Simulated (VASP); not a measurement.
# Hg (C2/m) in VASP: single point with PBE

Aim: the single point of Hg with PBE.

Everything below comes from runs of VASP 6.6.1. Logs are shortened: lines on timing, memory, paths and dates and some standing lists are left out, and cuts for length are marked.

### 1 The cell of the first run

Symmetry: C2/m, No. 12, monoclinic system. The conventional cell has a = 4.459 Å, b = 3.947 Å, c = 2.921 Å, α = 90.00°, β = 92.14°, γ = 90.00°. Hg (site symmetry 2/m) has 18 Hg at 2.92 to 4.46 Å within 4.5 Å.

### 2 Single point, PBE (strained)

File INCAR:

```
SYSTEM = Hg
ALGO = Fast
EDIFF = 1E-6
ENCUT = 520
GGA = PE
ISIF = 2
ISMEAR = 0
LASPH = .TRUE.
LCHARG = .FALSE.
LREAL = .FALSE.
LWAVE = .FALSE.
NBANDS = 12
NELM = 100
PREC = Accurate
SIGMA = 0.1
```

File KPOINTS:

```
k-points
0
G
  14 14 14
  0 0 0
```

File POSCAR:

```
Hg
1.0
    2.2276988008     -1.9735780878      0.0893590510
    2.2276988008      1.9735780878      0.0893590510
   -0.2261631968      0.0000000000      2.9123147246
Hg
1
Direct
    0.5000000000      0.5000000000      0.5000000000
```

Potentials or basis: VASP PAW PBE potentials, release 64 (Hg).

Launch:

```sh
$ cat potpaw_PBE.64/Hg/POTCAR > POTCAR
$ mpirun -np 1 vasp_std > vasp.out
```

OUTCAR:

```text
SYSTEM = Hg
   EDIFF = 1E-6
   ENCUT = 520
   GGA = PE
   ISIF = 2
   ISMEAR = 0
   LASPH = .TRUE.
   LREAL = .FALSE.
   NELM = 100
   PREC = Accurate

 ion  position               nearest neighbor table
   1  0.500  0.500  0.500-

  LATTYP: Found a base centered monoclinic cell.
 ALAT       =     4.4589805952
 B/A-ratio  =     0.8852149255
 C/A-ratio  =     0.6551011158
 COS(beta)  =    -0.0374020435

  Lattice vectors:

 A1 = (   2.2276988008,  -1.9735780878,   0.0893590510)
 A2 = (   2.2276988008,   1.9735780878,   0.0893590510)
 A3 = (  -0.2261631968,   0.0000000000,   2.9123147246)

Analysis of symmetry for initial positions (statically):
=====================================================================
 Subroutine PRICEL returns:
 Original cell was already a primitive cell.

 Routine SETGRP: Setting up the symmetry group for a
 base centered monoclinic supercell.

 Subroutine GETGRP returns: Found  4 space group operations
 (whereof  4 operations were pure point group operations)
 out of a pool of  4 trial point group operations.

The static configuration has the point symmetry C_2h.

Analysis of symmetry for dynamics (positions and initial velocities):
=====================================================================
 Subroutine PRICEL returns:
 Original cell was already a primitive cell.

 Routine SETGRP: Setting up the symmetry group for a
 base centered monoclinic supercell.

 Subroutine GETGRP returns: Found  4 space group operations
 (whereof  4 operations were pure point group operations)
 out of a pool of  4 trial point group operations.

The dynamic configuration has the point symmetry C_2h.

 Subroutine INISYM returns: Found  4 space group operations
 (whereof  4 operations are pure point group operations),
 and found     1 'primitive' translations

----------------------------------------------------------------------------------------

                                     Primitive cell

  volume of cell :      25.6880

  direct lattice vectors                    reciprocal lattice vectors
     2.227698801 -1.973578088  0.089359051     0.223749866 -0.253346956  0.017375864
     2.227698801  1.973578088  0.089359051     0.223749866  0.253346956  0.017375864
    -0.226163197  0.000000000  2.912314725    -0.013730711  0.000000000  0.342303189

  length of vectors
[... 81 lines left out ...]
   LREAL  =      F    real-space projection
   EDIFFG = 0.1E-04   stopping-criterion for IOM
   NSW    =      0    number of steps for IOM
   IBRION =     -1    ionic relax: 0-MD 1-quasi-New 2-CG
   NFREE  =      0    steps in history (QN), initial steepest desc. (CG)
   ISIF   =      2    stress and relaxation
   ISYM   =      2    0-nonsym 1-usesym 2-fastsym
   POTIM  = 0.5000    time-step for ionic-motion
   TEBEG  =    0.0;   TEEND  =   0.0 temperature during run
   PSTRESS=    0.0 pullay stress
   NELECT =      12.0000    total number of electrons
   NUPDOWN=      -1.0000    fix difference up-down
   EMIN   =  10.00;   EMAX   =-10.00  energy-range for DOS
   EFERMI =   0.00;   METHOD = LEGACY
   ISMEAR =     0;   SIGMA  =   0.10  broadening in eV -4-tet -1-fermi 0-gaus
   EFERMI_NEDOS =   21; number of points for ismear=-14 and -15
   IALGO  =     68    algorithm
   IMIX   =      4    mixing-type and parameters
     AMIX     =   0.40;   BMIX     =  1.00
     AMIX_MAG =   1.60;   BMIX_MAG =  1.00
  volume/ion in A,a.u.               =      25.69       173.35
  Fermi-wavevector in a.u.,A,eV,Ry     =   1.270258  2.400440 21.953757  1.613556
  Thomas-Fermi vector in A             =   2.403255
   LORBIT       =      0    0 simple, 1 ext, 2 COOP (PROOUT), +10 PAW based schemes
   GGA     = PE    functional components
   LHFCALC =     F    Hartree Fock is set to
   AEXX    =    0.0000 exact exchange contribution
   IVDW    =     0    specifies the selected vdW correction
   LEPSILON=     F    determine dielectric tensor
   LRPA    =     F    only Hartree local field effects (RPA)
 non-spin polarized calculation
 RMM-DIIS sequential band-by-band and
 Gauss-broadening in eV      SIGMA  =   0.10
  energy-cutoff  :      520.00
  volume of cell :       25.69
 maximum number of plane-waves:       710
 NGX is ok and might be reduce to    24
   NGX = 11   NGY = 11   NGZ = 11

 number of electron      11.9999998 magnetization

 Free energy of the ion-electron system (eV)
  ---------------------------------------------------
  ext. energy  EPLUGINS =         0.00000000
  ---------------------------------------------------
  free energy    TOTEN  =        -0.11401884 eV

  energy without entropy =       -0.11220170  energy(sigma->0) =       -0.11311027

 E-fermi :   2.2290     XC(G=0): -10.3091

 val. band max:        2.2282704890   @ k =   0.1429   0.0714   0.4286
 cond. band min:       2.2292192173   @ k =   0.4286   0.1429   0.5000
 fundamental gap:      0.0009487283
 Fermi energy:         2.2289967775

 k-point     1 :       0.0000    0.0000    0.0000
  band No.  band energies     occupation
      1      -6.4614      2.00000
      2      -6.0179      2.00000
      3      -5.8865      2.00000
      4      -3.7914      2.00000
      5      -3.7151      2.00000
      6      -3.6615      2.00000
      7      12.4598      0.00000
      8      12.5434      0.00000
      9      12.9554      0.00000
     10      16.3128      0.00000
     11      17.9846      0.00000
     12      18.3042      0.00000
[... 331 lines left out ...]
 k-point    24 :       0.2857    0.1429    0.0000
  band No.  band energies     occupation
      1      -5.9128      2.00000
      2      -5.3593      2.00000
      3      -4.5943      2.00000
      4      -4.0844      2.00000
      5      -3.8872      2.00000
      6      -3.7745      2.00000
      7       6.2462      0.00000
      8      12.1402      0.00000
      9      15.2837      0.00000
     10      16.3070      0.00000
     11      18.0907      0.00000
     12      21.2274      0.00000

 [... further k-points ...]
[... 5 lines left out ...]
  --------------------------------------------------------------------------------------
  -------------------------------------------------------------------------------------
  Total        0.7373291      0.6228366      0.8385098      0.0000000      0.0000000     -0.0188293
  in kB       45.9877475     38.8467653     52.2984613      0.0000000      0.0000000     -1.1743956
  external PRESSURE =      45.7109913 kB  Pullay stress =       0.0000000 kB

 VOLUME and BASIS-vectors are now :
 -----------------------------------------------------------------------------
  energy-cutoff  :      520.00
  volume of cell :       25.69
      direct lattice vectors                 reciprocal lattice vectors
     2.227698801 -1.973578088  0.089359051     0.223749866 -0.253346956  0.017375864
     2.227698801  1.973578088  0.089359051     0.223749866  0.253346956  0.017375864
    -0.226163197  0.000000000  2.912314725    -0.013730711  0.000000000  0.342303189

 POSITION                                       TOTAL-FORCE (eV/Angst)
 -----------------------------------------------------------------------------------
      2.11462      0.00000      1.54552        -0.000000      0.000000      0.000000
 -----------------------------------------------------------------------------------
    total drift:                               -0.000000     -0.000000     -0.000000

  FREE ENERGIE OF THE ION-ELECTRON SYSTEM (eV)
  ---------------------------------------------------
  free  energy   TOTEN  =        -0.1140188434 eV

  energy  without entropy=       -0.1122017012  energy(sigma->0) =       -0.11311027
```

It took 2.3 min on 1 thread of AMD EPYC 9755, shared host; peak memory 0.28 GiB.

Results:

```
Free energy            : -0.1140 eV
Pressure               : 4.6 GPa
Band gap on the k mesh : zero (bands 6 and 7 overlap by 5.74 eV)
```

Stress tensor (GPa, compression positive):
```
 4.60  0.00 -0.12
 0.00  3.88  0.00
-0.12  0.00  5.23
```

Levels at points of the mesh, in eV from the Fermi level:
| k point | band 2 | band 3 | band 4 | band 5 | band 6 | band 7 | band 8 | band 9 | band 10 | band 11 |
| --- | --- | --- | --- | --- | --- | --- | --- | --- | --- | --- |
| (0.00, 0.00, 0.00) | -8.25 | -8.12 | -6.02 | -5.94 | -5.89 | 10.23 | 10.31 | 10.73 | 14.08 | 15.76 |
| (0.50, 0.00, 0.00) | -7.92 | -6.59 | -6.55 | -5.87 | -2.74 | -1.90 | 12.55 | 14.54 | 15.44 | 16.84 |
| (0.50, 0.50, 0.00) | -7.83 | -6.53 | -6.42 | -5.36 | 0.50 | 0.58 | 2.44 | 7.79 | 17.11 | 19.21 |
| (0.00, 0.00, 0.50) | -7.79 | -6.75 | -6.65 | -5.94 | -2.48 | -1.85 | 14.17 | 14.23 | 15.02 | 15.61 |
| (0.50, 0.00, 0.50) | -7.69 | -6.61 | -6.46 | -5.25 | 1.10 | 1.32 | 1.75 | 7.61 | 16.23 | 17.39 |
| (0.50, 0.50, 0.50) | -7.59 | -7.56 | -5.31 | -5.20 | 3.84 | 4.79 | 4.92 | 6.09 | 9.04 | 10.70 |

Caveat: the cell differs from its parent crystal (strained); the cell stands under pressure; spin-orbit coupling is left out, which moves the levels of the heavy elements.
